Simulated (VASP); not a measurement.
# GdN (P-6m2) in VASP: single point with PBEsol

Aim: the single point of GdN with PBEsol.

Everything below comes from runs of VASP 6.6.1. Logs are shortened: lines on timing, memory, paths and dates and some standing lists are left out, and cuts for length are marked.

## (1) The cell of the first run

The structure is hexagonal, space group P-6m2 (No. 187). The conventional cell has a = 3.353 Å, b = 3.353 Å, c = 3.050 Å, α = 90.00°, β = 90.00°, γ = 120.00°. Gd (site symmetry -6m2) has 6 N at 2.46 Å and 8 Gd at 3.05 to 3.35 Å within 3.4 Å. N (site symmetry -6m2) has 6 Gd at 2.46 Å and 8 N at 3.05 to 3.35 Å within 3.4 Å.

## (2) Single point, PBEsol, collinear spin, ferromagnetic start

The input, POSCAR:

```
GdN
1.0
    3.3529741404      0.0000000000      0.0000000000
   -1.6764870702      2.9037607838      0.0000000000
    0.0000000000      0.0000000000      3.0495279852
Gd N
1 1
Direct
    0.0000000000      0.0000000000      0.0000000000
    0.6666666667      0.3333333333      0.5000000000
```

The input, INCAR.step1:

```
PREC = Accurate
ENCUT = 520
EDIFF = 1E-7
ISMEAR = 0
SIGMA = 0.05
LREAL = False
LASPH = True
NELM = 150
ALGO = Normal
ISIF = 2
LWAVE = False
LCHARG = True
ISPIN = 2
MAGMOM = 7.52 0
LMAXMIX = 6
GGA = PS
NBANDS = 22
```

The input, KPOINTS.step1:

```
Automatic mesh
0
Gamma
  10 10 10
```

The input, INCAR.step2:

```
PREC = Accurate
ENCUT = 520
EDIFF = 1E-7
ISMEAR = -5
SIGMA = 0.05
LREAL = False
LASPH = True
NELM = 150
ALGO = Normal
ISIF = 2
LWAVE = False
LCHARG = False
ISPIN = 2
MAGMOM = 7.52 0
LORBIT = 10
LMAXMIX = 6
GGA = PS
NBANDS = 22
NEDOS = 2001
ICHARG = 11
```

The input, KPOINTS.step2:

```
Automatic mesh
0
Gamma
  15 15 15
```

Potentials or basis: VASP PAW PBE potentials, release 64 (Gd, N).

Run with:

```sh
$ cat potpaw_PBE.64/Gd/POTCAR potpaw_PBE.64/N/POTCAR > POTCAR
$ cp INCAR.step1 INCAR
$ cp KPOINTS.step1 KPOINTS
$ mpirun -np 1 vasp_std > vasp.out
$ cp INCAR.step2 INCAR
$ cp KPOINTS.step2 KPOINTS
$ mpirun -np 1 vasp_std > vasp.out
```

OUTCAR:

```text
PREC = Accurate
   ENCUT = 520
   EDIFF = 1E-7
   ISMEAR = -5
   LREAL = False
   LASPH = True
   NELM = 150
   ISIF = 2
   ISPIN = 2
   LORBIT = 10
   GGA = PS
   ICHARG = 11

 ion  position               nearest neighbor table
   1  0.000  0.000  0.000-   2 2.46   2 2.46   2 2.46   2 2.46   2 2.46   2 2.46
   2  0.667  0.333  0.500-   1 2.46   1 2.46   1 2.46   1 2.46   1 2.46   1 2.46

  LATTYP: Found a hexagonal cell.
 ALAT       =     3.3529741404
 C/A-ratio  =     0.9094994049

  Lattice vectors:

 A1 = (   3.3529741404,   0.0000000000,   0.0000000000)
 A2 = (  -1.6764870702,   2.9037607838,   0.0000000000)
 A3 = (   0.0000000000,   0.0000000000,   3.0495279852)

Analysis of symmetry for initial positions (statically):
=====================================================================
 Subroutine PRICEL returns:
 Original cell was already a primitive cell.

 Routine SETGRP: Setting up the symmetry group for a
 hexagonal supercell.

 Subroutine GETGRP returns: Found 12 space group operations
 (whereof 12 operations were pure point group operations)
 out of a pool of 24 trial point group operations.

The static configuration has the point symmetry D_3h.

Analysis of symmetry for dynamics (positions and initial velocities):
=====================================================================
 Subroutine PRICEL returns:
 Original cell was already a primitive cell.

 Routine SETGRP: Setting up the symmetry group for a
 hexagonal supercell.

 Subroutine GETGRP returns: Found 12 space group operations
 (whereof 12 operations were pure point group operations)
 out of a pool of 24 trial point group operations.

The dynamic configuration has the point symmetry D_3h.

Analysis of structural, dynamic, and magnetic symmetry:
=====================================================================
 Subroutine PRICEL returns:
 Original cell was already a primitive cell.

 Routine SETGRP: Setting up the symmetry group for a
 hexagonal supercell.

 Subroutine GETGRP returns: Found 12 space group operations
 (whereof 12 operations were pure point group operations)
 out of a pool of 24 trial point group operations.

The overall configuration has the point symmetry D_3h.

 Subroutine INISYM returns: Found 12 space group operations
 (whereof 12 operations are pure point group operations),
 and found     1 'primitive' translations

----------------------------------------------------------------------------------------

                                     Primitive cell

  volume of cell :      29.6909

  direct lattice vectors                    reciprocal lattice vectors
     3.352974140  0.000000000  0.000000000     0.298242682  0.172190493  0.000000000
    -1.676487070  2.903760784  0.000000000     0.000000000  0.344380985  0.000000000
     0.000000000  0.000000000  3.049527985     0.000000000  0.000000000  0.327919601

  length of vectors
     3.352974140  3.352974140  3.049527985     0.344380985  0.344380985  0.327919601

  position of ions in fractional coordinates (direct lattice)
     0.000000000  0.000000000  0.000000000
     0.666666667  0.333333333  0.500000000

  ion indices of the primitive-cell ions
   primitive index   ion index
                 1           1
                 2           2

----------------------------------------------------------------------------------------

 KPOINTS: Automatic mesh

Automatic generation of k-mesh.
 Grid dimensions read from file:
 generate k-points for:   15   15   15

 Generating k-lattice:

  Cartesian coordinates                     Fractional coordinates (reciprocal lattice)
     0.019882845  0.011479366  0.000000000     0.066666667  0.000000000  0.000000000
     0.000000000  0.022958732  0.000000000     0.000000000  0.066666667  0.000000000
     0.000000000  0.000000000  0.021861307     0.000000000  0.000000000  0.066666667

  Length of vectors
     0.022958732  0.022958732  0.021861307

  Shift w.r.t. Gamma in fractional coordinates (k-lattice)
     0.000000000  0.000000000  0.000000000

 TETIRR: Found   3324 inequivalent tetrahedra from    20250

 Subroutine IBZKPT returns following result:
 ===========================================

 Found    216 irreducible k-points:

 Following reciprocal coordinates:
            Coordinates               Weight
  0.000000  0.000000  0.000000      1.000000
  0.066667 -0.000000  0.000000      6.000000
  0.133333  0.000000  0.000000      6.000000
  0.200000  0.000000  0.000000      6.000000
  0.266667  0.000000  0.000000      6.000000
  0.333333  0.000000  0.000000      6.000000
[... 16 lines left out ...]
  0.333333  0.200000  0.000000     12.000000
  0.400000  0.200000  0.000000      6.000000
 [... further k-points ...]
   k-points           NKPTS =    216   k-points in BZ     NKDIM =    216   number of bands    NBANDS=     22
   number of dos      NEDOS =   2001   number of ions     NIONS =      2
   total plane-waves  NPLWV =  18816
   dimension x,y,z NGX =    28 NGY =   28 NGZ =   24
   dimension x,y,z NGXF=    56 NGYF=   56 NGZF=   48
   ions per type =               1   1
   NGX,Y,Z   is equivalent  to a cutoff of  13.88, 13.88, 13.08 a.u.
   NGXF,Y,Z  is equivalent  to a cutoff of  27.77, 27.77, 26.17 a.u.
 SYSTEM =  unknown system
   PREC   = accura    normal or accurate (medium, high low for compatibility)
   ISTART =      0    job   : 0-new  1-cont  2-samecut
   ICHARG =     11    charge: 1-file 2-atom 10-const
   ISPIN  =      2    spin polarized calculation?
   LNONCOLLINEAR =      F non collinear calculations
   LSORBIT =      F    spin-orbit coupling
   LASPH  =      T    aspherical Exc in radial PAW
   ENCUT  =  520.0 eV  38.22 Ry    6.18 a.u.   6.23  6.23  5.67*2*pi/ulx,y,z
   NELM   =    150;   NELMIN=  2; NELMDL=  0     # of ELM steps
   EDIFF  = 0.1E-06   stopping-criterion for ELM
   LREAL  =      F    real-space projection
   EDIFFG = 0.1E-05   stopping-criterion for IOM
   NSW    =      0    number of steps for IOM
   IBRION =     -1    ionic relax: 0-MD 1-quasi-New 2-CG
   NFREE  =      0    steps in history (QN), initial steepest desc. (CG)
   ISIF   =      2    stress and relaxation
   ISYM   =      2    0-nonsym 1-usesym 2-fastsym
   POTIM  = 0.5000    time-step for ionic-motion
   TEBEG  =    0.0;   TEEND  =   0.0 temperature during run
   PSTRESS=    0.0 pullay stress
   NELECT =      23.0000    total number of electrons
   NUPDOWN=      -1.0000    fix difference up-down
   EMIN   =  10.00;   EMAX   =-10.00  energy-range for DOS
   EFERMI =   0.00;   METHOD = LEGACY
   ISMEAR =    -5;   SIGMA  =   0.05  broadening in eV -4-tet -1-fermi 0-gaus
   EFERMI_NEDOS =   21; number of points for ismear=-14 and -15
   IALGO  =     38    algorithm
   IMIX   =      4    mixing-type and parameters
     AMIX     =   0.40;   BMIX     =  1.00
     AMIX_MAG =   1.60;   BMIX_MAG =  1.00
  volume/ion in A,a.u.               =      14.85       100.18
  Fermi-wavevector in a.u.,A,eV,Ry     =   1.503521  2.841243 30.757004  2.260576
  Thomas-Fermi vector in A             =   2.614621
   LORBIT       =     10    0 simple, 1 ext, 2 COOP (PROOUT), +10 PAW based schemes
   GGA     = PS    functional components
   LHFCALC =     F    Hartree Fock is set to
   AEXX    =    0.0000 exact exchange contribution
   IVDW    =     0    specifies the selected vdW correction
   LEPSILON=     F    determine dielectric tensor
   LRPA    =     F    only Hartree local field effects (RPA)
 spin polarized calculation
 Fermi weights with tetrahedron method with Bloechl corrections
  energy-cutoff  :      520.00
  volume of cell :       29.69
 maximum number of plane-waves:       827
 NGX is ok and might be reduce to    28

 number of electron      23.0000001 magnetization       6.9998960

 Free energy of the ion-electron system (eV)
  ---------------------------------------------------
  ext. energy  EPLUGINS =         0.00000000
  ---------------------------------------------------
  free energy    TOTEN  =       -23.26128625 eV

  energy without entropy =      -23.26128625  energy(sigma->0) =      -23.26128625

 E-fermi :   4.1909     XC(G=0): -11.9841

 val. band max:        4.1983769090   @ k =   0.1333   0.0667   0.0000
 cond. band min:       4.1804556989   @ k =   0.4667   0.0000   0.0000
 fundamental gap:     -0.0179212101
 Fermi energy:         4.1908588840

 spin component 1

 k-point     1 :       0.0000    0.0000    0.0000
  band No.  band energies     occupation
      1     -39.8000      1.00000
      2     -16.7607      1.00000
      3     -16.7607      1.00000
      4     -16.4786      1.00000
      5      -9.0263      1.00000
      6       0.6227      1.00000
[... 14 lines left out ...]
     21      11.6834      0.00000
     22      17.5838      0.00000

 k-point     2 :       0.0667   -0.0000    0.0000
  band No.  band energies     occupation
      1     -39.7951      1.00000
      2     -16.8293      1.00000
      3     -16.7732      1.00000
      4     -16.4715      1.00000
      5      -8.9519      1.00000
      6       0.6188      1.00000
[... 14 lines left out ...]
     21      11.7308      0.00000
     22      17.6622      0.00000

 k-point     3 :       0.1333    0.0000    0.0000
  band No.  band energies     occupation
      1     -39.7811      1.00000
      2     -17.0165      1.00000
      3     -16.8084      1.00000
      4     -16.4514      1.00000
      5      -8.7487      1.00000
      6       0.5995      1.00000
[... 14 lines left out ...]
     21      11.8413      0.00000
     22      17.7787      0.00000
[... 476 lines left out ...]
 k-point    23 :       0.3333    0.2000    0.0000
  band No.  band energies     occupation
      1     -39.6791      1.00000
      2     -17.9416      1.00000
      3     -17.3154      1.00000
      4     -16.3041      1.00000
      5      -7.4546      1.00000
      6       0.3409      1.00000
[... 14 lines left out ...]
     21      15.3292      0.00000
     22      17.5480      0.00000

 k-point    24 :       0.4000    0.2000    0.0000
  band No.  band energies     occupation
      1     -39.6750      1.00000
      2     -17.9660      1.00000
      3     -17.3448      1.00000
      4     -16.2982      1.00000
      5      -7.4063      1.00000
      6       0.3274      1.00000
[... 14 lines left out ...]
     21      16.1777      0.00000
     22      17.0014      0.00000

 [... further k-points ...]

 spin component 2

 k-point     1 :       0.0000    0.0000    0.0000
  band No.  band energies     occupation
      1     -36.7444      1.00000
      2     -14.5179      1.00000
      3     -14.5178      1.00000
      4     -14.2058      1.00000
      5      -8.9438      1.00000
      6       2.5611      1.00000
[... 14 lines left out ...]
     21      12.9372      0.00000
     22      18.2939      0.00000

 k-point     2 :       0.0667   -0.0000    0.0000
  band No.  band energies     occupation
      1     -36.7381      1.00000
      2     -14.6135      1.00000
      3     -14.5333      1.00000
      4     -14.1967      1.00000
      5      -8.8512      1.00000
      6       2.3798      1.00000
[... 14 lines left out ...]
     21      12.9620      0.00000
     22      18.3808      0.00000

 k-point     3 :       0.1333    0.0000    0.0000
  band No.  band energies     occupation
      1     -36.7204      1.00000
      2     -14.8682      1.00000
      3     -14.5767      1.00000
      4     -14.1707      1.00000
      5      -8.6061      1.00000
      6       1.9699      1.00000
[... 14 lines left out ...]
     21      13.0128      0.00000
     22      18.5107      0.00000
[... 476 lines left out ...]
 k-point    23 :       0.3333    0.2000    0.0000
  band No.  band energies     occupation
      1     -36.5906      1.00000
      2     -16.0468      1.00000
      3     -15.2107      1.00000
      4     -13.9787      1.00000
      5      -7.1743      1.00000
      6       1.0278      1.00000
[... 14 lines left out ...]
     21      16.3648      0.00000
     22      18.4506      0.00000

 k-point    24 :       0.4000    0.2000    0.0000
  band No.  band energies     occupation
      1     -36.5854      1.00000
      2     -16.0771      1.00000
      3     -15.2468      1.00000
      4     -13.9709      1.00000
      5      -7.1230      1.00000
      6       1.0416      1.00000
[... 14 lines left out ...]
     21      17.1469      0.00000
     22      18.0077      0.00000

 [... further k-points ...]

------------------------ aborting loop because EDIFF is reached ----------------------------------------

  FORCE on cell =-STRESS in cart. coord.  units (eV):
  Direction    XX          YY          ZZ          XY          YZ          ZX
  --------------------------------------------------------------------------------------
  -------------------------------------------------------------------------------------
  Total        0.0298149      0.0298149      0.0414729      0.0000000     -0.0000000      0.0000000
  in kB        1.6088681      1.6088681      2.2379530      0.0000000     -0.0000000      0.0000000
  external PRESSURE =       1.8185631 kB  Pullay stress =       0.0000000 kB

 VOLUME and BASIS-vectors are now :
 -----------------------------------------------------------------------------
  energy-cutoff  :      520.00
  volume of cell :       29.69
      direct lattice vectors                 reciprocal lattice vectors
     3.352974140  0.000000000  0.000000000     0.298242682  0.172190493  0.000000000
    -1.676487070  2.903760784  0.000000000     0.000000000  0.344380985  0.000000000
     0.000000000  0.000000000  3.049527985     0.000000000  0.000000000  0.327919601

 POSITION                                       TOTAL-FORCE (eV/Angst)
 -----------------------------------------------------------------------------------
      0.00000      0.00000      0.00000        -0.000000      0.000000      0.000000
      1.67649      0.96792      1.52476         0.000000      0.000000      0.000000
 -----------------------------------------------------------------------------------
    total drift:                               -0.000250      0.000144     -0.000000

  FREE ENERGIE OF THE ION-ELECTRON SYSTEM (eV)
  ---------------------------------------------------
  free  energy   TOTEN  =       -23.2612862483 eV

  energy  without entropy=      -23.2612862483  energy(sigma->0) =      -23.26128625

 total charge

# of ion       s       p       d       f       tot
--------------------------------------------------
    1        2.042   5.624   0.592   7.025  15.283
    2        1.241   2.391   0.000   0.000   3.632
--------------------------------------------------
tot          3.283   8.014   0.592   7.025  18.915

 magnetization (x)

# of ion       s       p       d       f       tot
--------------------------------------------------
    1        0.000  -0.065   0.087   6.773   6.795
    2       -0.005  -0.044   0.000   0.000  -0.049
--------------------------------------------------
tot         -0.005  -0.109   0.087   6.773   6.746
```

Run time: 4.6 min. Hardware: 1 thread of Intel Xeon 6975P-C (Granite Rapids), shared host; peak memory 0.36 GiB.

Results:

```
Net moment                                            : 7.00 μB per cell
Site moments                                          : Gd +6.79; N -0.05 μB
Valence electrons inside the program's atomic spheres : Gd 15.28; N 3.63
```

Levels at points of the mesh, in eV from the Fermi level:
Spin up:
| k point | band 12 | band 13 | band 14 | band 15 | band 16 | band 17 | band 18 | band 19 |
| --- | --- | --- | --- | --- | --- | --- | --- | --- |
| (0.00, 0.00, 0.00) | -3.27 | -1.69 | -1.69 | -0.52 | 0.54 | 3.12 | 6.07 | 6.07 |
Spin down:
| k point | band 6 | band 7 | band 8 | band 9 | band 10 | band 11 |
| --- | --- | --- | --- | --- | --- | --- |
| (0.00, 0.00, 0.00) | -1.63 | -1.63 | -0.16 | 0.32 | 1.16 | 1.83 |

Caveat: the PAW data sets were made with another functional, which shifts forces and pressure a little; spin-orbit coupling is left out, which moves the levels of the heavy elements; a cell with one magnetic atom can't hold antiferromagnetic order, which such compounds often take; semilocal functionals describe open f shells poorly, which spoils levels, moments and volumes; tetrahedron occupations give inexact forces and stress in metals. The state reached can hang on the start; a lower one may exist.
